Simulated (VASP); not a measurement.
# SiC5 (P-62m) in VASP: notebook, part 2 of 2

VASP 6.6.1. Earlier steps stand in the parts before.

## (4) Relaxation of cell and atoms, PBE

Input file INCAR:

```
SYSTEM = SiC5
ALGO     = Normal         ! electronic algorithm
EDIFF    = 1E-7           ! SCF threshold, eV
EDIFFG   = -0.04          ! ionic threshold
ENCUT    = 600            ! plane-wave cutoff, eV
GGA      = PE             ! functional
IBRION   = 2              ! ionic algorithm
ISIF     = 3              ! what is computed and relaxed
ISMEAR   = 0              ! smearing method
LASPH    = .True.         ! aspherical terms in the spheres
LCHARG   = .False.        ! write CHGCAR
LREAL    = .False.        ! projectors in reciprocal space
LWAVE    = .False.        ! write WAVECAR
NELM     = 60             ! most SCF steps
NSW      = 90             ! ionic steps
PREC     = Accurate       ! precision mode
SIGMA    = 0.1            ! smearing width, eV
```

Input file KPOINTS:

```
k-points
0
Gamma
  6 6 4
  0 0 0
```

Input file POSCAR:

```
SiC5
1.0
    4.4056632600      0.0000000000      0.0000000000
   -2.2028316300      3.8154163000      0.0000000000
    0.0000000000      0.0000000000      4.1929650800
Si C
1 5
Direct
    0.0000000000      0.0000000000      0.5000000000
    0.3333333300      0.6666666700      0.5000000000
    0.0000000000      0.6707944300      0.0000000000
    0.6707944300      0.0000000000      0.0000000000
    0.3292055700      0.3292055700      0.0000000000
    0.6666666700      0.3333333300      0.5000000000
```

Potentials or basis: VASP PAW PBE potentials, release 64 (Si, C).

Started as:

```sh
> cat potpaw_PBE.64/Si/POTCAR potpaw_PBE.64/C/POTCAR > POTCAR
> mpirun -np 1 vasp_std > vasp.out
```

OUTCAR:

```text
SYSTEM = SiC5
   EDIFF = 1E-7
   EDIFFG = -0.04
   ENCUT = 600
   GGA = PE
   IBRION = 2
   ISIF = 3
   ISMEAR = 0
   LASPH = .True.
   LREAL = .False.
   NELM = 60
   NSW = 90
   PREC = Accurate

 ion  position               nearest neighbor table
   1  0.000  0.000  0.500-   2 2.54   6 2.54   2 2.54   6 2.54   6 2.54   2 2.54   3 2.55   5 2.55
                             5 2.55   3 2.55   4 2.55   4 2.55
   2  0.333  0.667  0.500-   1 2.54   1 2.54   1 2.54
   3  0.000  0.671  0.000-   1 2.55   1 2.55
   4  0.671  0.000  0.000-   1 2.55   1 2.55
   5  0.329  0.329  0.000-   1 2.55   1 2.55
   6  0.667  0.333  0.500-   1 2.54   1 2.54   1 2.54

  LATTYP: Found a hexagonal cell.
 ALAT       =     4.4056632600
 C/A-ratio  =     0.9517216438

  Lattice vectors:

 A1 = (   4.4056632600,   0.0000000000,   0.0000000000)
 A2 = (  -2.2028316300,   3.8154163000,   0.0000000000)
 A3 = (   0.0000000000,   0.0000000000,   4.1929650800)

Analysis of symmetry for initial positions (statically):
=====================================================================
 Subroutine PRICEL returns:
 Original cell was already a primitive cell.

 Routine SETGRP: Setting up the symmetry group for a
 hexagonal supercell.

 Subroutine GETGRP returns: Found 12 space group operations
 (whereof 12 operations were pure point group operations)
 out of a pool of 24 trial point group operations.

The static configuration has the point symmetry D_3h.

Analysis of symmetry for dynamics (positions and initial velocities):
=====================================================================
 Subroutine PRICEL returns:
 Original cell was already a primitive cell.

 Routine SETGRP: Setting up the symmetry group for a
 hexagonal supercell.

 Subroutine GETGRP returns: Found 12 space group operations
 (whereof 12 operations were pure point group operations)
 out of a pool of 24 trial point group operations.

The dynamic configuration has the point symmetry D_3h.

 Subroutine INISYM returns: Found 12 space group operations
 (whereof 12 operations are pure point group operations),
 and found     1 'primitive' translations
[... 140 lines left out ...]

 number of electron      24.0000000 magnetization

 Free energy of the ion-electron system (eV)
  ---------------------------------------------------
  ext. energy  EPLUGINS =         0.00000000
  ---------------------------------------------------
  free energy    TOTEN  =       -27.07750952 eV

  energy without entropy =      -27.05910974  energy(sigma->0) =      -27.06830963

------------------------ aborting loop because EDIFF is reached ----------------------------------------

  FORCE on cell =-STRESS in cart. coord.  units (eV):
  Direction    XX          YY          ZZ          XY          YZ          ZX
  --------------------------------------------------------------------------------------
  -------------------------------------------------------------------------------------
  Total      -13.1417672    -13.1417672    -12.0339320      0.0000000     -0.0000000      0.0000000
  in kB     -298.7375932   -298.7375926   -273.5543722      0.0000000     -0.0000000      0.0000000
  external PRESSURE =    -290.3431860 kB  Pullay stress =       0.0000000 kB
[... 101 lines left out ...]
  FREE ENERGIE OF THE ION-ELECTRON SYSTEM (eV)
  ---------------------------------------------------
  free  energy   TOTEN  =       -30.4640377860 eV

  energy  without entropy=      -30.4470467442  energy(sigma->0) =      -30.45554227

 E-fermi :  10.0347     XC(G=0): -12.9173

 val. band max:       10.0203668790   @ k =   0.1667   0.1667   0.2500
 cond. band min:      10.0932699391   @ k =   0.3333   0.1667   0.5000
 fundamental gap:      0.0729030601
 Fermi energy:        10.0347313103

 k-point     1 :       0.0000    0.0000    0.0000
  band No.  band energies     occupation
      1      -9.6257      2.00000
      2      -4.5485      2.00000
      3      -0.1994      2.00000
      4       3.5483      2.00000
      5       3.7041      2.00000
      6       3.7041      2.00000
[... 376 lines left out ...]
      3      -3.5760      2.00000
      4      -2.2177      2.00000
      5      -2.2177      2.00000
      6      -2.1012      2.00000
[... 8 lines left out ...]
     15      11.1070      0.00000
     16      11.1070      0.00000

[... ionic steps 4 to 22 ...]

--------------------------------------- Ionic step       23  -------------------------------------------

 number of electron      24.0000000 magnetization

------------------------ aborting loop because EDIFF is reached ----------------------------------------
[... 75 lines left out ...]
--------------------------------------- Ionic step       25  -------------------------------------------

 number of electron      24.0000000 magnetization

 Free energy of the ion-electron system (eV)
  ---------------------------------------------------
  ext. energy  EPLUGINS =         0.00000000
  ---------------------------------------------------
  free energy    TOTEN  =       -33.47276864 eV

  energy without entropy =      -33.45797234  energy(sigma->0) =      -33.46537049

 E-fermi :   4.7693     XC(G=0): -10.5679

 val. band max:        4.7083825733   @ k =   0.3333   0.3333   0.2500
 cond. band min:       4.8271951217   @ k =   0.3333   0.1667   0.5000
 fundamental gap:      0.1188125484
 Fermi energy:         4.7693047383

 k-point     1 :       0.0000    0.0000    0.0000
  band No.  band energies     occupation
      1     -14.1696      2.00000
      2     -10.9267      2.00000
      3      -2.6391      2.00000
      4      -1.4606      2.00000
      5      -0.9170      2.00000
      6      -0.9170      2.00000
[... 421 lines left out ...]
  FREE ENERGIE OF THE ION-ELECTRON SYSTEM (eV)
  ---------------------------------------------------
  free  energy   TOTEN  =       -33.4727686354 eV

  energy  without entropy=      -33.4579723406  energy(sigma->0) =      -33.46537049

 reached required accuracy - stopping structural energy minimisation
```

OSZICAR:

```text
N       E                     dE             d eps       ncg     rms          rms(c)
DAV:   1     0.615305343629E+02    0.61531E+02   -0.12035E+04   672   0.149E+03
DAV:   2    -0.214741633279E+02   -0.83005E+02   -0.81386E+02   856   0.199E+02
DAV:   3    -0.271258308386E+02   -0.56517E+01   -0.54372E+01  1016   0.454E+01
DAV:   4    -0.272508958999E+02   -0.12507E+00   -0.12489E+00   872   0.751E+00
[... 282 lines left out ...]
DAV:   5    -0.334727899873E+02    0.69456E-04   -0.11231E-03   880   0.131E-01    0.295E-02
DAV:   6    -0.334727679628E+02    0.22025E-04   -0.19525E-04   944   0.573E-02    0.926E-03
DAV:   7    -0.334727685244E+02   -0.56160E-06   -0.87539E-06   840   0.175E-02    0.524E-03
DAV:   8    -0.334727686432E+02   -0.11874E-06   -0.60878E-07   864   0.490E-03    0.178E-03
DAV:   9    -0.334727686354E+02    0.77961E-08   -0.35590E-07   600   0.252E-03
  25 F= -.33472769E+02 E0= -.33465370E+02  d E =-.174976E-01
```

It took 9.7 min on 1 thread of AMD EPYC 9R14 (Zen 4), shared host; peak memory 0.18 GiB.

What came out:

- Free energy: -33.4728 eV
- Relaxed volume: 10.74 Å³/atom
- Relaxed cell: a = 3.588 Å, b = 3.588 Å, c = 5.780 Å, α = 90.00°, β = 90.00°, γ = 120.00°
- Space group after relaxing (to 0.1 Å): P-62m (No. 189)
- Energy gained by relaxing: 1065.9 meV/atom
- Ionic steps: 25
- Pressure after relaxing: -0.1 GPa
- Largest force after relaxing: 0.016 eV/Å
- Band gap on the k mesh: zero (bands 12 and 13 overlap by 1.49 eV)

Forces on the atoms (eV/Å):
```
Si   0.000  0.000  0.000
C    0.000  0.000  0.000
C   -0.008  0.014  0.000
C    0.016  0.000  0.000
C   -0.008 -0.014  0.000
C    0.000  0.000  0.000
```

Stress tensor (GPa, compression positive):
```
-0.12  0.00  0.00
 0.00 -0.12  0.00
 0.00  0.00  0.07
```

The path:
| step | energy change (eV) | largest force (eV/Å) | pressure (GPa) | volume (Å³) |
| --- | --- | --- | --- | --- |
| 1 | 0.0000 | 0.2198 | -29.03 | 70.48 |
| 2 | -3.0676 | 0.3237 | -15.61 | 50.92 |
| 3 | -3.3865 | 0.3434 | -0.55 | 45.47 |
| 4 | -3.3872 | 0.3443 | 1.08 | 45.04 |
| 5 | -3.5221 | 0.5467 | 3.68 | 44.55 |
| 6 | -3.7273 | 1.4206 | 18.12 | 42.77 |
| 7 | -1.0820 | 0.9339 | 101.63 | 37.98 |
| 8 | -3.6763 | 1.3611 | 20.20 | 42.52 |
| 9 | -3.7333 | 1.5611 | 19.96 | 42.70 |
| 10 | -3.8862 | 2.0794 | 20.04 | 43.22 |
| 11 | -4.2300 | 2.4734 | 21.64 | 44.17 |
| 12 | -4.5110 | 0.5360 | 44.14 | 45.72 |
| 13 | -4.5433 | 1.8608 | 33.02 | 45.23 |
| 14 | -4.5613 | 1.3127 | 37.77 | 45.47 |
| 15 | -4.7552 | 0.9102 | 38.84 | 46.55 |
| 16 | -4.9700 | 2.4464 | 43.93 | 49.49 |
| 17 | -5.4382 | 2.7461 | 34.42 | 52.43 |
| 18 | -6.0882 | 4.2364 | 14.22 | 61.93 |
| 19 | -6.3688 | 0.4559 | 4.41 | 62.83 |
| 20 | -6.3778 | 0.2742 | 2.37 | 63.05 |
| 21 | -6.3778 | 0.2010 | 2.57 | 63.03 |
| 22 | -6.3830 | 0.1724 | 2.12 | 63.25 |
| 23 | -6.3931 | 0.0866 | 0.84 | 63.92 |
| 24 | -6.3892 | 0.0893 | -1.39 | 65.27 |
| 25 | -6.3953 | 0.0160 | -0.06 | 64.43 |

Final structure:
```
Si C
1.0
     3.58791    0.00000    0.00000
    -1.79396    3.10722    0.00000
     0.00000    0.00000    5.77968
Si C
1 5
Direct
  0.00000 0.00000 0.50000
  0.33333 0.66667 0.50000
  0.00000 0.77277 0.00000
  0.77277 0.00000 0.00000
  0.22723 0.22723 0.00000
  0.66667 0.33333 0.50000
```

Levels at points of the mesh, in eV from the Fermi level:
```tsv
k point	band 9	band 10	band 11	band 12	band 13	band 14	band 15	band 16
(0.00, 0.00, 0.00)	-4.27	-2.81	-2.39	-2.39	-0.65	-0.65	0.67	2.77
(0.50, 0.00, 0.00)	-3.74	-2.78	-0.28	0.66	1.13	2.61	3.08	3.47
(0.00, 0.00, 0.50)	-4.27	-4.14	-2.47	-2.47	-0.73	-0.73	1.30	2.65
(0.50, 0.00, 0.50)	-4.06	-1.96	-0.96	0.62	1.25	1.29	3.04	3.47
```

Caveat: the k points lie up to 0.34 Å⁻¹ apart in the final cell, too coarse for converged energies and pressures of a metal; a cell axis changed by over 15 % at a fixed basis, so the end point is rough.

## (5) Single point, PBE

This run uses another cell than the first one, of 15.30 Å³/atom.

Input file INCAR:

```
  PREC = Accurate
  ENCUT = 520
  EDIFF = 1E-7
  ISMEAR = 0
  SIGMA = 0.1
  LREAL = F
  LASPH = T
  NELM = 80
  ALGO = Normal
  ISIF = 2
  LWAVE = F
  LCHARG = F
  GGA = PE
  NBANDS = 21
```

Input file KPOINTS:

```
regular mesh
0
Gamma
  12 12 6
```

Input file POSCAR:

```
SiC5
1.0
    3.5961499694      0.0000000000      0.0000000000
   -1.7980749847      3.1143572293      0.0000000000
    0.0000000000      0.0000000000      8.1945748510
Si C
1 5
Direct
    0.0000000000      0.0000000000      0.5000000000
    0.3333333333      0.6666666667      0.5000000000
    0.0000000000      0.7747883877      0.0000000000
    0.7747883877      0.0000000000      0.0000000000
    0.2252116123      0.2252116123      0.0000000000
    0.6666666667      0.3333333333      0.5000000000
```

Started as:

```sh
> cat potpaw_PBE.64/Si/POTCAR potpaw_PBE.64/C/POTCAR > POTCAR
> mpirun -np 1 vasp_std > vasp.out
```

It took 2.4 min on 1 thread of AMD EPYC 9R14 (Zen 4), shared host; peak memory 0.24 GiB.

Results (log left out):

```
Free energy            : -33.6078 eV
Pressure               : 0.2 GPa
Largest force          : 0.185 eV/Å
Band gap on the k mesh : zero (bands 12 and 13 overlap by 1.44 eV)
```

Forces in eV/Å, atoms in the order of the input:
```
Si   0.000  0.000  0.000
C    0.000  0.000  0.000
C    0.092 -0.160  0.000
C   -0.185  0.000  0.000
C    0.092  0.160  0.000
C    0.000  0.000  0.000
```

Stress tensor (GPa, compression positive):
```
0.37 0.00 0.00
0.00 0.37 0.00
0.00 0.00 0.00
```

Levels at points of the mesh, in eV from the Fermi level:
```csv
k point,band 8,band 9,band 10,band 11,band 12,band 13,band 14,band 15,band 16,band 17
"(0.00, 0.00, 0.00)",-4.38,-4.38,-4.27,-2.33,-2.33,-0.84,-0.84,0.63,2.78,4.20
"(0.50, 0.00, 0.00)",-4.92,-3.92,-2.18,-1.22,0.40,0.89,1.38,2.88,3.49,3.49
"(0.00, 0.00, 0.50)",-4.38,-4.38,-4.27,-2.33,-2.33,-0.84,-0.84,0.71,2.77,4.21
"(0.50, 0.00, 0.50)",-4.82,-3.93,-2.14,-1.27,0.40,0.89,1.26,2.84,3.49,3.49
```

## (6) Overview

| task | cell | k mesh | cutoff (eV) | gap on the mesh (eV) | pressure (GPa) | largest force (eV/Å) |
| --- | --- | --- | --- | --- | --- | --- |
| single point | a = 4.406, b = 4.406, c = 4.193 Å, angles 90.0, 90.0, 120.0°, 6 atoms, atomic positions A | 6 × 6 × 4 | 520 | none | -29.0 | 0.22 |
| single point | a = 3.585, b = 3.585, c = 7.436 Å, angles 90.0, 90.0, 120.0°, 6 atoms, atomic positions B | 6 × 6 × 4 | 520 | none | 0.3 | 0.18 |
| relaxation of cell and atoms | relaxed from a = 4.406, b = 4.406, c = 4.193 Å, angles 90.0, 90.0, 120.0°, 6 atoms, atomic positions A | 6 × 6 × 4 | 600 | none | -0.1 | 0.02 |
| single point | a = 3.596, b = 3.596, c = 8.195 Å, angles 90.0, 90.0, 120.0°, 6 atoms, atomic positions B | 12 × 12 × 6 | 520 | none | 0.2 | 0.18 |

Alike in all rows: level PBE; potentials or basis VASP PAW PBE potentials, release 64 (Si, C); no spin polarisation; smearing gaussian 0.1 eV.

Caveats: some runs use coarse meshes; a cell axis changed by over 15 % at a fixed basis, so the end point is rough (at least some runs).

Absolute energies hang on the potentials; compare differences alone.
